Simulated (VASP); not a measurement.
# Al2O3 (R-3c) in VASP: single point with PBE

Aim: the single point of Al2O3 with PBE.

Everything below comes from runs of VASP 6.6.1. Logs are shortened: lines on timing, memory, paths and dates and some standing lists are left out, and cuts for length are marked.

### 1 The cell of the first run

The structure is trigonal, space group R-3c (No. 167). Conventional cell: a = 4.760 Å, b = 4.760 Å, c = 12.996 Å, α = 90.00°, β = 90.00°, γ = 120.00°. Within 2.5 Å of Al (site symmetry 3) lie 6 O at 1.85 to 1.97 Å. Within 2.9 Å of O (site symmetry 2) lie 4 Al at 1.85 to 1.97 Å and 12 O at 2.53 to 2.86 Å.

### 2 Single point, PBE

The input, INCAR:

```
ALGO     = Normal         # electronic algorithm
EDIFF    = 1E-6           # SCF threshold, eV
ENCUT    = 520            # plane-wave cutoff, eV
GGA      = PE             # functional
ISIF     = 2              # what is computed and relaxed
ISMEAR   = -1             # smearing method
LASPH    = True           # aspherical terms in the spheres
LCHARG   = False          # write CHGCAR
LREAL    = False          # projectors in reciprocal space
LWAVE    = False          # write WAVECAR
NBANDS   = 35             # bands
NELM     = 60             # most SCF steps
PREC     = Accurate       # precision mode
SIGMA    = 0.1            # smearing width, eV
```

The input, KPOINTS:

```
k-points
0
Gamma
  6 6 6
```

The input, POSCAR:

```
Al2O3
1.0
    5.1302230000      0.0000000000      0.0000000000
    2.9215121026      4.2171026860      0.0000000000
    2.9215121026      1.5301442954      3.9297090859
Al O
4 6
Direct
    0.3521600000      0.3521600000      0.3521600000
    0.1478400000      0.1478400000      0.1478400000
    0.6478400000      0.6478400000      0.6478400000
    0.8521600000      0.8521600000      0.8521600000
    0.5566800000      0.9433200000      0.2500000000
    0.2500000000      0.5566800000      0.9433200000
    0.9433200000      0.2500000000      0.5566800000
    0.4433200000      0.0566800000      0.7500000000
    0.7500000000      0.4433200000      0.0566800000
    0.0566800000      0.7500000000      0.4433200000
```

Potentials or basis: VASP PAW PBE potentials, release 64 (Al, O).

Started as:

```bash
> cat potpaw_PBE.64/Al/POTCAR potpaw_PBE.64/O/POTCAR > POTCAR
> mpirun -np 1 vasp_std > vasp.out
```

OUTCAR:

```text
EDIFF = 1E-6
   ENCUT = 520
   GGA = PE
   ISIF = 2
   ISMEAR = -1
   LASPH = True
   LREAL = False
   NELM = 60
   PREC = Accurate

 ion  position               nearest neighbor table
   1  0.352  0.352  0.352-   9 1.85   8 1.85  10 1.85   7 1.97   6 1.97   5 1.97   2 2.66   3 2.79
                             3 2.79   3 2.79   2 3.22   2 3.22   2 3.22
   2  0.148  0.148  0.148-   9 1.85  10 1.85   8 1.85   5 1.97   6 1.97   7 1.97   1 2.66   4 2.79
                             4 2.79   4 2.79   1 3.22   1 3.22   1 3.22
   3  0.648  0.648  0.648-   6 1.85   5 1.85   7 1.85  10 1.97   9 1.97   8 1.97   4 2.66   1 2.79
                             1 2.79   1 2.79   4 3.22   4 3.22   4 3.22
   4  0.852  0.852  0.852-   6 1.85   7 1.85   5 1.85   8 1.97   9 1.97  10 1.97   3 2.66   2 2.79
                             2 2.79   2 2.79   3 3.22   3 3.22   3 3.22
   5  0.557  0.943  0.250-   3 1.85   4 1.85   2 1.97   1 1.97
   6  0.250  0.557  0.943-   4 1.85   3 1.85   2 1.97   1 1.97
   7  0.943  0.250  0.557-   4 1.85   3 1.85   1 1.97   2 1.97
   8  0.443  0.057  0.750-   1 1.85   2 1.85   4 1.97   3 1.97
   9  0.750  0.443  0.057-   2 1.85   1 1.85   4 1.97   3 1.97
  10  0.057  0.750  0.443-   2 1.85   1 1.85   3 1.97   4 1.97

  LATTYP: Found a trigonal (rhomboedric) cell.
 ALAT       =     5.1302230000
 COS(alpha) =     0.5694707818

  Lattice vectors:

 A1 = (   5.1302230000,   0.0000000000,   0.0000000000)
 A2 = (   2.9215121026,   4.2171026860,   0.0000000000)
 A3 = (   2.9215121026,   1.5301442954,   3.9297090859)

Analysis of symmetry for initial positions (statically):
=====================================================================
 Subroutine PRICEL returns:
 Original cell was already a primitive cell.

 Routine SETGRP: Setting up the symmetry group for a
 trigonal (rhombohedral) supercell.

 Subroutine GETGRP returns: Found 12 space group operations
 (whereof  6 operations were pure point group operations)
 out of a pool of 12 trial point group operations.

The static configuration has the point symmetry S_6 .
 The point group associated with its full space group is D_3d.

Analysis of symmetry for dynamics (positions and initial velocities):
=====================================================================
 Subroutine PRICEL returns:
 Original cell was already a primitive cell.

 Routine SETGRP: Setting up the symmetry group for a
 trigonal (rhombohedral) supercell.

 Subroutine GETGRP returns: Found 12 space group operations
 (whereof  6 operations were pure point group operations)
 out of a pool of 12 trial point group operations.

The dynamic configuration has the point symmetry S_6 .
 The point group associated with its full space group is D_3d.

 Subroutine INISYM returns: Found 12 space group operations
 (whereof  6 operations are pure point group operations),
 and found     1 'primitive' translations

----------------------------------------------------------------------------------------

                                     Primitive cell

  volume of cell :      85.0180

  direct lattice vectors                    reciprocal lattice vectors
     5.130223000  0.000000000  0.000000000     0.194923301 -0.135038396 -0.092333184
     2.921512103  4.217102686  0.000000000     0.000000000  0.237129630 -0.092333184
     2.921512103  1.530144295  3.929709086     0.000000000  0.000000000  0.254471763

  length of vectors
     5.130223000  5.130223000  5.130223000     0.254471763  0.254471763  0.254471763

  position of ions in fractional coordinates (direct lattice)
     0.352160000  0.352160000  0.352160000
     0.147840000  0.147840000  0.147840000
     0.647840000  0.647840000  0.647840000
     0.852160000  0.852160000  0.852160000
     0.556680000  0.943320000  0.250000000
     0.250000000  0.556680000  0.943320000
     0.943320000  0.250000000  0.556680000
     0.443320000  0.056680000  0.750000000
     0.750000000  0.443320000  0.056680000
     0.056680000  0.750000000  0.443320000

  ion indices of the primitive-cell ions
   primitive index   ion index
                 1           1
                 2           2
                 3           3
                 4           4
                 5           5
                 6           6
                 7           7
                 8           8
                 9           9
                10          10

----------------------------------------------------------------------------------------

 KPOINTS: k-points

Automatic generation of k-mesh.
 Grid dimensions read from file:
 generate k-points for:    6    6    6

 Generating k-lattice:

  Cartesian coordinates                     Fractional coordinates (reciprocal lattice)
     0.032487217 -0.022506399 -0.015388864     0.166666667  0.000000000  0.000000000
     0.000000000  0.039521605 -0.015388864     0.000000000  0.166666667  0.000000000
     0.000000000  0.000000000  0.042411961     0.000000000  0.000000000  0.166666667

  Length of vectors
     0.042411961  0.042411961  0.042411961

  Shift w.r.t. Gamma in fractional coordinates (k-lattice)
     0.000000000  0.000000000  0.000000000

 Subroutine IBZKPT returns following result:
 ===========================================

 Found     32 irreducible k-points:

 Following reciprocal coordinates:
            Coordinates               Weight
  0.000000  0.000000  0.000000      1.000000
  0.166667 -0.000000 -0.000000      6.000000
  0.333333 -0.000000 -0.000000      6.000000
  0.500000 -0.000000 -0.000000      3.000000
  0.166667  0.166667 -0.000000      6.000000
  0.333333  0.166667 -0.000000     12.000000
[... 16 lines left out ...]
  0.500000  0.500000  0.166667      6.000000
 -0.333333  0.500000  0.166667     12.000000
 [... further k-points ...]
   k-points           NKPTS =     32   k-points in BZ     NKDIM =     32   number of bands    NBANDS=     35
   number of dos      NEDOS =    301   number of ions     NIONS =     10
   total plane-waves  NPLWV =  64000
   dimension x,y,z NGX =    40 NGY =   40 NGZ =   40
   dimension x,y,z NGXF=    80 NGYF=   80 NGZF=   80
   ions per type =               4   6
   NGX,Y,Z   is equivalent  to a cutoff of  12.96, 12.96, 12.96 a.u.
   NGXF,Y,Z  is equivalent  to a cutoff of  25.92, 25.92, 25.92 a.u.
 SYSTEM =  unknown system
   PREC   = accura    normal or accurate (medium, high low for compatibility)
   ISTART =      0    job   : 0-new  1-cont  2-samecut
   ICHARG =      2    charge: 1-file 2-atom 10-const
   ISPIN  =      1    spin polarized calculation?
   LNONCOLLINEAR =      F non collinear calculations
   LSORBIT =      F    spin-orbit coupling
   LASPH  =      T    aspherical Exc in radial PAW
   ENCUT  =  520.0 eV  38.22 Ry    6.18 a.u.   9.54  9.54  9.54*2*pi/ulx,y,z
   NELM   =     60;   NELMIN=  2; NELMDL= -5     # of ELM steps
   EDIFF  = 0.1E-05   stopping-criterion for ELM
   LREAL  =      F    real-space projection
   EDIFFG = 0.1E-04   stopping-criterion for IOM
   NSW    =      0    number of steps for IOM
   IBRION =     -1    ionic relax: 0-MD 1-quasi-New 2-CG
   NFREE  =      0    steps in history (QN), initial steepest desc. (CG)
   ISIF   =      2    stress and relaxation
   ISYM   =      2    0-nonsym 1-usesym 2-fastsym
   POTIM  = 0.5000    time-step for ionic-motion
   TEBEG  =    0.0;   TEEND  =   0.0 temperature during run
   PSTRESS=    0.0 pullay stress
   NELECT =      48.0000    total number of electrons
   NUPDOWN=      -1.0000    fix difference up-down
   EMIN   =  10.00;   EMAX   =-10.00  energy-range for DOS
   EFERMI =   0.00;   METHOD = LEGACY
   ISMEAR =    -1;   SIGMA  =   0.10  broadening in eV -4-tet -1-fermi 0-gaus
   EFERMI_NEDOS =   21; number of points for ismear=-14 and -15
   IALGO  =     38    algorithm
   IMIX   =      4    mixing-type and parameters
     AMIX     =   0.40;   BMIX     =  1.00
     AMIX_MAG =   1.60;   BMIX_MAG =  1.00
  volume/ion in A,a.u.               =       8.50        57.37
  Fermi-wavevector in a.u.,A,eV,Ry     =   1.353064  2.556920 24.909300  1.830782
  Thomas-Fermi vector in A             =   2.480350
   LORBIT       =      0    0 simple, 1 ext, 2 COOP (PROOUT), +10 PAW based schemes
   GGA     = PE    functional components
   LHFCALC =     F    Hartree Fock is set to
   AEXX    =    0.0000 exact exchange contribution
   IVDW    =     0    specifies the selected vdW correction
   LEPSILON=     F    determine dielectric tensor
   LRPA    =     F    only Hartree local field effects (RPA)
 non-spin polarized calculation
  energy-cutoff  :      520.00
  volume of cell :       85.02
 maximum number of plane-waves:      2308
 NGX is ok and might be reduce to    40
   NGX = 19   NGY = 19   NGZ = 19

 number of electron      48.0000013 magnetization

 Free energy of the ion-electron system (eV)
  ---------------------------------------------------
  ext. energy  EPLUGINS =         0.00000000
  ---------------------------------------------------
  free energy    TOTEN  =       -74.75234796 eV

  energy without entropy =      -74.75234796  energy(sigma->0) =      -74.75234796

 E-fermi :   8.4389     XC(G=0): -11.6857

 val. band max:        6.1426163196   @ k =   0.0000   0.0000   0.0000
 cond. band min:      12.3578531932   @ k =   0.0000   0.0000   0.0000
 fundamental gap:      6.2152368736
 Fermi energy:         8.4389055525

 k-point     1 :       0.0000    0.0000    0.0000
  band No.  band energies     occupation
      1     -13.1028      2.00000
      2     -10.7685      2.00000
      3     -10.4902      2.00000
      4     -10.4902      2.00000
      5     -10.1755      2.00000
      6     -10.1755      2.00000
[... 27 lines left out ...]
     34      19.6816      0.00000
     35      20.7856      0.00000
[... 843 lines left out ...]
      5     -10.3616      2.00000
      6     -10.1539      2.00000
[... 27 lines left out ...]
     34      19.5647      0.00000
     35      19.7136      0.00000

 [... further k-points ...]

------------------------ aborting loop because EDIFF is reached ----------------------------------------

  FORCE on cell =-STRESS in cart. coord.  units (eV):
  Direction    XX          YY          ZZ          XY          YZ          ZX
  --------------------------------------------------------------------------------------
  -------------------------------------------------------------------------------------
  Total        3.6952745      3.8694030      3.9044519     -0.1256743     -0.0450061     -0.0859304
  in kB       69.6380284     72.9195076     73.5800085     -2.3683515     -0.8481475     -1.6193723
  external PRESSURE =      72.0458482 kB  Pullay stress =       0.0000000 kB

 VOLUME and BASIS-vectors are now :
 -----------------------------------------------------------------------------
  energy-cutoff  :      520.00
  volume of cell :       85.02
      direct lattice vectors                 reciprocal lattice vectors
     5.130223000  0.000000000  0.000000000     0.194923301 -0.135038396 -0.092333184
     2.921512103  4.217102686  0.000000000     0.000000000  0.237129630 -0.092333184
     2.921512103  1.530144295  3.929709086     0.000000000  0.000000000  0.254471763

 POSITION                                       TOTAL-FORCE (eV/Angst)
 -----------------------------------------------------------------------------------
      3.86434      2.02395      1.38389        -0.022579     -0.011826     -0.008086
      1.62228      0.84967      0.58097         0.022579      0.011826      0.008086
      7.10891      3.72330      2.54582         0.022579      0.011826      0.008086
      9.35096      4.89757      3.34874        -0.022579     -0.011826     -0.008086
      6.34219      4.36061      0.98243        -0.011955      0.022825     -0.000000
      5.66482      3.79099      3.70697         0.000000     -0.014543      0.021270
      7.19617      1.90608      2.18759         0.011955     -0.008282     -0.021270
      4.63106      1.38663      2.94728         0.011955     -0.022825     -0.000000
      5.30842      1.95625      0.22274         0.000000      0.014543     -0.021270
      3.77708      3.84117      1.74212        -0.011955      0.008282      0.021270
 -----------------------------------------------------------------------------------
    total drift:                               -0.000000     -0.000000     -0.000000

  FREE ENERGIE OF THE ION-ELECTRON SYSTEM (eV)
  ---------------------------------------------------
  free  energy   TOTEN  =       -74.7523479646 eV

  energy  without entropy=      -74.7523479645  energy(sigma->0) =      -74.75234796
```

It took 87 s on 1 thread of Intel Xeon Platinum 8259CL at 2.50GHz (Skylake/Cascade Lake), shared host; peak memory 0.26 GiB.

What came out:

```yaml
Free_energy: -74.7523 eV
Pressure: 7.2 GPa
Largest_force: 0.027 eV/Å
Band_gap_on_the_k_mesh: 6.22 eV
```

Forces in eV/Å, atoms in the order of the input:
```
Al  -0.023 -0.012 -0.008
Al   0.023  0.012  0.008
Al   0.023  0.012  0.008
Al  -0.023 -0.012 -0.008
O   -0.012  0.023  0.000
O    0.000 -0.015  0.021
O    0.012 -0.008 -0.021
O    0.012 -0.023  0.000
O    0.000  0.015 -0.021
O   -0.012  0.008  0.021
```

Levels at points of the mesh, in eV from the valence-band top:
```
           k point  band 21  band 22  band 23  band 24  band 25  band 26  band 27  band 28
(0.00, 0.00, 0.00)    -0.50    -0.04    -0.04     0.00     6.22     9.14    10.73    11.52
(0.50, 0.00, 0.00)    -0.91    -0.91    -0.27    -0.27     9.47     9.47     9.63     9.63
(0.50, 0.50, 0.00)    -1.03    -0.92    -0.74    -0.26     9.64     9.72     9.93    10.40
(0.50, 0.50, 0.50)    -0.38    -0.38    -0.38    -0.38     8.67     8.67    11.08    11.08
```

Caveat: the cell stands under pressure. Expect the measured gap to be larger: semilocal functionals such as PBE lack the derivative discontinuity.
